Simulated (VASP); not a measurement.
# SnO2 (hb.eA) (Cmmm) in VASP: single point with PBE

Aim: the single point of SnO2 (hb.eA) with PBE.

Program: VASP 6.6.1. These are calculated values, not measurements. Logs are shortened: lines on timing, memory, paths and dates and some standing lists are left out, and cuts for length are marked.

## Step 1: The cell of the first run

Symmetry: Cmmm, No. 65, orthorhombic system. Conventional cell: a = 6.575 Å, b = 7.021 Å, c = 3.129 Å, α = 90.00°, β = 90.00°, γ = 90.00°. O (site symmetry m2m) has 3 Sn at 2.07 to 2.16 Å within 2.7 Å. O (site symmetry 2mm) has 3 Sn at 2.01 to 2.02 Å and 1 O at 2.54 Å within 2.7 Å. Sn (site symmetry mmm) has 6 O at 2.01 to 2.16 Å within 2.7 Å. Sn (site symmetry mmm) has 6 O at 2.02 to 2.07 Å within 2.7 Å.

## Step 2: Single point, PBE

INCAR reads:

```
SYSTEM = SnO2
PREC = Accurate
ENCUT = 600
EDIFF = 1E-6
ISMEAR = 0
SIGMA = 0.1
LREAL = .False.
LASPH = .True.
NELM = 120
ALGO = Normal
ISIF = 2
LWAVE = .False.
LCHARG = .False.
GGA = PE
NBANDS = 64
GGA_COMPAT = .False.
```

KPOINTS reads:

```
regular mesh
0
Gamma
  6 4 4
  0 0 0
```

POSCAR reads:

```
SnO2
1.0
    3.1289546383      0.0000000000      0.0000000000
    0.0000000000      6.5754822839      0.0000000000
    0.0000000000      0.0000000000      7.0212598518
O Sn
8 4
Direct
    0.0000000000      0.0000000000      0.0000000000
    0.5000000000      0.3070000000      0.1929942000
    0.5000000000      0.6930000000      0.1929942000
    0.0000000000      0.0000000000      0.3859884000
    0.0000000000      0.5000000000      0.5000001000
    0.5000000000      0.8070000000      0.6929943000
    0.5000000000      0.1930000000      0.6929943000
    0.0000000000      0.5000000000      0.8859885000
    0.0000000000      0.5000000000      0.1929942000
    0.5000000000      0.0000000000      0.1929942000
    0.0000000000      0.0000000000      0.6929943000
    0.5000000000      0.5000000000      0.6929943000
```

Potentials or basis: VASP PAW PBE potentials, release 64 (O, Sn_d).

Launch:

```console
> cat potpaw_PBE.64/O/POTCAR potpaw_PBE.64/Sn_d/POTCAR > POTCAR
> mpirun -np 1 vasp_std > vasp.out
```

OUTCAR:

```text
SYSTEM = SnO2
   PREC = Accurate
   ENCUT = 600
   EDIFF = 1E-6
   ISMEAR = 0
   LREAL = .False.
   LASPH = .True.
   NELM = 120
   ISIF = 2
   GGA = PE

 ion  position               nearest neighbor table
   1  0.000  0.000  0.000-  10 2.07  10 2.07  11 2.16
   2  0.500  0.307  0.193-   9 2.01   9 2.01  10 2.02
   3  0.500  0.693  0.193-   9 2.01   9 2.01  10 2.02
   4  0.000  0.000  0.386-  10 2.07  10 2.07  11 2.16
   5  0.000  0.500  0.500-  12 2.07  12 2.07   9 2.16
   6  0.500  0.807  0.693-  11 2.01  11 2.01  12 2.02
   7  0.500  0.193  0.693-  11 2.01  11 2.01  12 2.02
   8  0.000  0.500  0.886-  12 2.07  12 2.07   9 2.16
   9  0.000  0.500  0.193-   2 2.01   3 2.01   2 2.01   3 2.01   8 2.16   5 2.16  10 3.64  10 3.64
                            10 3.64  10 3.64
  10  0.500  0.000  0.193-   2 2.02   3 2.02   1 2.07   4 2.07   1 2.07   4 2.07   9 3.64   9 3.64
                             9 3.64   9 3.64
  11  0.000  0.000  0.693-   6 2.01   7 2.01   6 2.01   7 2.01   1 2.16   4 2.16  12 3.64  12 3.64
                            12 3.64  12 3.64
  12  0.500  0.500  0.693-   6 2.02   7 2.02   5 2.07   8 2.07   5 2.07   8 2.07  11 3.64  11 3.64
                            11 3.64  11 3.64

  LATTYP: Found a simple orthorhombic cell.
 ALAT       =     3.1289546383
 B/A-ratio  =     2.1014949221
 C/A-ratio  =     2.2439634522

  Lattice vectors:

 A1 = (   3.1289546383,   0.0000000000,   0.0000000000)
 A2 = (   0.0000000000,   6.5754822839,   0.0000000000)
 A3 = (   0.0000000000,   0.0000000000,   7.0212598518)

Analysis of symmetry for initial positions (statically):
=====================================================================
 Subroutine PRICEL returns following result:

  LATTYP: Found a base centered orthorhombic cell.
 ALAT       =     6.5754822839
 B/A-ratio  =     1.0677938969
 C/A-ratio  =     0.4758517327

  Lattice vectors:

 A1 = (   0.0000000000,   3.2877411419,  -3.5106306280)
 A2 = (   0.0000000000,   3.2877411419,   3.5106292238)
 A3 = (   3.1289546383,   0.0000000000,   0.0000000000)

   2 primitive cells build up your supercell.

 Routine SETGRP: Setting up the symmetry group for a
 simple orthorhombic supercell.

 Subroutine GETGRP returns: Found  8 space group operations
 (whereof  4 operations were pure point group operations)
 out of a pool of  8 trial point group operations.

The static configuration has the point symmetry C_2v.
 The point group associated with its full space group is D_2h.

Analysis of symmetry for dynamics (positions and initial velocities):
=====================================================================
 Subroutine PRICEL returns following result:

  LATTYP: Found a base centered orthorhombic cell.
 ALAT       =     6.5754822839
 B/A-ratio  =     1.0677938969
 C/A-ratio  =     0.4758517327

  Lattice vectors:

 A1 = (   0.0000000000,   3.2877411419,  -3.5106306280)
 A2 = (   0.0000000000,   3.2877411419,   3.5106292238)
 A3 = (   3.1289546383,   0.0000000000,   0.0000000000)

   2 primitive cells build up your supercell.

 Routine SETGRP: Setting up the symmetry group for a
 simple orthorhombic supercell.

 Subroutine GETGRP returns: Found  8 space group operations
 (whereof  4 operations were pure point group operations)
 out of a pool of  8 trial point group operations.

The dynamic configuration has the point symmetry C_2v.
 The point group associated with its full space group is D_2h.

 Subroutine INISYM returns: Found  8 space group operations
 (whereof  4 operations are pure point group operations),
 and found     2 'primitive' translations

----------------------------------------------------------------------------------------

                                     Primitive cell

  volume of cell :      72.2291

  direct lattice vectors                    reciprocal lattice vectors
     0.000000000  3.287741142 -3.510630628     0.000000000  0.152080069 -0.142424582
     0.000000000  3.287741142  3.510629224     0.000000000  0.152080130  0.142424582
     3.128954638  0.000000000  0.000000000     0.319595557  0.000000000  0.000000000

  length of vectors
     4.809757709  4.809756684  3.128954638     0.208358127  0.208358171  0.319595557

  position of ions in fractional coordinates (direct lattice)
     0.000000000  0.000000000  0.000000000
     0.114005739  0.499994261  0.500000000
     0.500005661  0.885994339  0.500000000
     0.614011600  0.385988400  0.000000000
     0.307005700  0.692994300  0.000000000
     0.807005800  0.192994200  0.500000000

  ion indices of the primitive-cell ions
   primitive index   ion index
                 1           1
                 2           2
                 3           3
                 4           4
                 5          11
                 6          10

----------------------------------------------------------------------------------------

 KPOINTS: regular mesh

Automatic generation of k-mesh.
 Grid dimensions read from file:
 generate k-points for:    6    4    4

 Generating k-lattice:

  Cartesian coordinates                     Fractional coordinates (reciprocal lattice)
     0.053265926  0.000000000  0.000000000     0.166666667  0.000000000  0.000000000
     0.000000000  0.038020025  0.000000000     0.000000000  0.250000000  0.000000000
     0.000000000  0.000000000  0.035606146     0.000000000  0.000000000  0.250000000

  Length of vectors
     0.053265926  0.038020025  0.035606146

  Shift w.r.t. Gamma in fractional coordinates (k-lattice)
     0.000000000  0.000000000  0.000000000

 Subroutine IBZKPT returns following result:
 ===========================================

 Found     36 irreducible k-points:

 Following reciprocal coordinates:
            Coordinates               Weight
  0.000000  0.000000  0.000000      1.000000
  0.166667  0.000000  0.000000      2.000000
  0.333333  0.000000  0.000000      2.000000
  0.500000  0.000000  0.000000      1.000000
  0.000000  0.250000  0.000000      2.000000
  0.166667  0.250000  0.000000      4.000000
[... 16 lines left out ...]
  0.333333  0.500000  0.250000      4.000000
  0.500000  0.500000  0.250000      2.000000
 [... further k-points ...]
   k-points           NKPTS =     36   k-points in BZ     NKDIM =     36   number of bands    NBANDS=     64
   number of dos      NEDOS =    301   number of ions     NIONS =     12
   total plane-waves  NPLWV =  84672
   dimension x,y,z NGX =    28 NGY =   54 NGZ =   56
   dimension x,y,z NGXF=    56 NGYF=  108 NGZF=  112
   ions per type =               8   4
   NGX,Y,Z   is equivalent  to a cutoff of  14.88, 13.65, 13.26 a.u.
   NGXF,Y,Z  is equivalent  to a cutoff of  29.75, 27.31, 26.52 a.u.
 SYSTEM =  SnO2
   PREC   = accura    normal or accurate (medium, high low for compatibility)
   ISTART =      0    job   : 0-new  1-cont  2-samecut
   ICHARG =      2    charge: 1-file 2-atom 10-const
   ISPIN  =      1    spin polarized calculation?
   LNONCOLLINEAR =      F non collinear calculations
   LSORBIT =      F    spin-orbit coupling
   LASPH  =      T    aspherical Exc in radial PAW
   ENCUT  =  600.0 eV  44.10 Ry    6.64 a.u.   6.25 13.13 14.02*2*pi/ulx,y,z
   NELM   =    120;   NELMIN=  2; NELMDL= -5     # of ELM steps
   EDIFF  = 0.1E-05   stopping-criterion for ELM
   LREAL  =      F    real-space projection
   EDIFFG = 0.1E-04   stopping-criterion for IOM
   NSW    =      0    number of steps for IOM
   IBRION =     -1    ionic relax: 0-MD 1-quasi-New 2-CG
   NFREE  =      0    steps in history (QN), initial steepest desc. (CG)
   ISIF   =      2    stress and relaxation
   ISYM   =      2    0-nonsym 1-usesym 2-fastsym
   POTIM  = 0.5000    time-step for ionic-motion
   TEBEG  =    0.0;   TEEND  =   0.0 temperature during run
   PSTRESS=    0.0 pullay stress
   NELECT =     104.0000    total number of electrons
   NUPDOWN=      -1.0000    fix difference up-down
   EMIN   =  10.00;   EMAX   =-10.00  energy-range for DOS
   EFERMI =   0.00;   METHOD = LEGACY
   ISMEAR =     0;   SIGMA  =   0.10  broadening in eV -4-tet -1-fermi 0-gaus
   EFERMI_NEDOS =   21; number of points for ismear=-14 and -15
   IALGO  =     38    algorithm
   IMIX   =      4    mixing-type and parameters
     AMIX     =   0.40;   BMIX     =  1.00
     AMIX_MAG =   1.60;   BMIX_MAG =  1.00
  volume/ion in A,a.u.               =      12.04        81.24
  Fermi-wavevector in a.u.,A,eV,Ry     =   1.467254  2.772708 29.291089  2.152834
  Thomas-Fermi vector in A             =   2.582894
   LORBIT       =      0    0 simple, 1 ext, 2 COOP (PROOUT), +10 PAW based schemes
   GGA     = PE    functional components
   LHFCALC =     F    Hartree Fock is set to
   AEXX    =    0.0000 exact exchange contribution
   IVDW    =     0    specifies the selected vdW correction
   LEPSILON=     F    determine dielectric tensor
   LRPA    =     F    only Hartree local field effects (RPA)
 non-spin polarized calculation
 Gauss-broadening in eV      SIGMA  =   0.10
  energy-cutoff  :      600.00
  volume of cell :      144.46
 maximum number of plane-waves:      4864
 NGX is ok and might be reduce to    28
   NGX = 13   NGY = 27   NGZ = 29

 number of electron     103.9999968 magnetization

 Free energy of the ion-electron system (eV)
  ---------------------------------------------------
  ext. energy  EPLUGINS =         0.00000000
  ---------------------------------------------------
  free energy    TOTEN  =       -73.92061284 eV

  energy without entropy =      -73.92061284  energy(sigma->0) =      -73.92061284

 E-fermi :   6.4931     XC(G=0): -11.1893

 val. band max:        6.0085914083   @ k =   0.0000   0.0000   0.0000
 cond. band min:       7.2739497145   @ k =   0.0000   0.0000   0.0000
 fundamental gap:      1.2653583062
 Fermi energy:         6.4931036217

 k-point     1 :       0.0000    0.0000    0.0000
  band No.  band energies     occupation
      1     -15.2692      2.00000
      2     -15.1970      2.00000
      3     -14.6258      2.00000
      4     -14.3897      2.00000
      5     -14.2387      2.00000
      6     -14.2375      2.00000
[... 1597 lines left out ...]
     63      17.3566      0.00000
     64      17.4187      0.00000

 [... further k-points ...]

------------------------ aborting loop because EDIFF is reached ----------------------------------------

  FORCE on cell =-STRESS in cart. coord.  units (eV):
  Direction    XX          YY          ZZ          XY          YZ          ZX
  --------------------------------------------------------------------------------------
  -------------------------------------------------------------------------------------
  Total       16.5575257     19.5828859     -4.2932208      0.0000000      0.0000000      0.0000000
  in kB      183.6386517    217.1927626    -47.6158878      0.0000000      0.0000000      0.0000000
  external PRESSURE =     117.7385088 kB  Pullay stress =       0.0000000 kB

 VOLUME and BASIS-vectors are now :
 -----------------------------------------------------------------------------
  energy-cutoff  :      600.00
  volume of cell :      144.46
      direct lattice vectors                 reciprocal lattice vectors
     3.128954638  0.000000000  0.000000000     0.319595557  0.000000000  0.000000000
     0.000000000  6.575482284  0.000000000     0.000000000  0.152080100  0.000000000
     0.000000000  0.000000000  7.021259852     0.000000000  0.000000000  0.142424582

 POSITION                                       TOTAL-FORCE (eV/Angst)
 -----------------------------------------------------------------------------------
      0.00000      0.00000      0.00000        -0.000000     -0.000000     -0.390586
      1.56448      2.01867      1.35506        -0.000000     -0.195253     -0.000000
      1.56448      4.55681      1.35506        -0.000000      0.195253     -0.000000
      0.00000      0.00000      2.71012         0.000000     -0.000000      0.390586
      0.00000      3.28774      3.51063        -0.000000     -0.000000     -0.390586
      1.56448      5.30641      4.86569        -0.000000     -0.195253     -0.000000
      1.56448      1.26907      4.86569        -0.000000      0.195253     -0.000000
      0.00000      3.28774      6.22076         0.000000     -0.000000      0.390586
      0.00000      3.28774      1.35506        -0.000000     -0.000000     -0.000000
      1.56448      0.00000      1.35506        -0.000000     -0.000000     -0.000000
      0.00000      0.00000      4.86569         0.000000     -0.000000     -0.000000
      1.56448      3.28774      4.86569        -0.000000     -0.000000     -0.000000
 -----------------------------------------------------------------------------------
    total drift:                                0.000000     -0.000000      0.004048

  FREE ENERGIE OF THE ION-ELECTRON SYSTEM (eV)
  ---------------------------------------------------
  free  energy   TOTEN  =       -73.9206128447 eV

  energy  without entropy=      -73.9206128447  energy(sigma->0) =      -73.92061284
```

Run time: 15 min. Hardware: 1 thread of AMD EPYC 7R13, shared host; peak memory 0.42 GiB.

What came out:

```yaml
Free_energy: -73.9206 eV
Pressure: 11.8 GPa
Largest_force: 0.391 eV/Å
Band_gap_on_the_k_mesh: 1.27 eV
```

Forces on the atoms (eV/Å):
```
O    0.000  0.000 -0.391
O    0.000 -0.195  0.000
O    0.000  0.195  0.000
O    0.000  0.000  0.391
O    0.000  0.000 -0.391
O    0.000 -0.195  0.000
O    0.000  0.195  0.000
O    0.000  0.000  0.391
Sn   0.000  0.000  0.000
Sn   0.000  0.000  0.000
Sn   0.000  0.000  0.000
Sn   0.000  0.000  0.000
```

Levels at points of the mesh, in eV from the valence-band top:
```
           k point  band 49  band 50  band 51  band 52  band 53  band 54  band 55  band 56
(0.00, 0.00, 0.00)    -0.82    -0.59    -0.56     0.00     1.27     4.63     5.06     6.35
(0.50, 0.00, 0.00)    -1.11    -0.86    -0.79    -0.49     4.61     5.02     6.07     6.25
(0.00, 0.50, 0.00)    -0.86    -0.86    -0.39    -0.39     3.26     3.26     5.52     5.52
(0.50, 0.50, 0.00)    -0.99    -0.99    -0.95    -0.95     5.47     5.47     6.33     6.33
(0.00, 0.00, 0.50)    -0.69    -0.69    -0.46    -0.46     3.26     3.26     5.42     5.42
(0.50, 0.00, 0.50)    -1.01    -1.01    -0.65    -0.65     5.75     5.75     5.86     5.86
(0.00, 0.50, 0.50)    -0.65    -0.65    -0.59    -0.59     4.17     4.17     4.57     4.57
(0.50, 0.50, 0.50)    -0.80    -0.80    -0.68    -0.68     6.23     6.23     6.59     6.59
```

Caveat: spin-orbit coupling is left out, which moves the levels of the heavy elements.
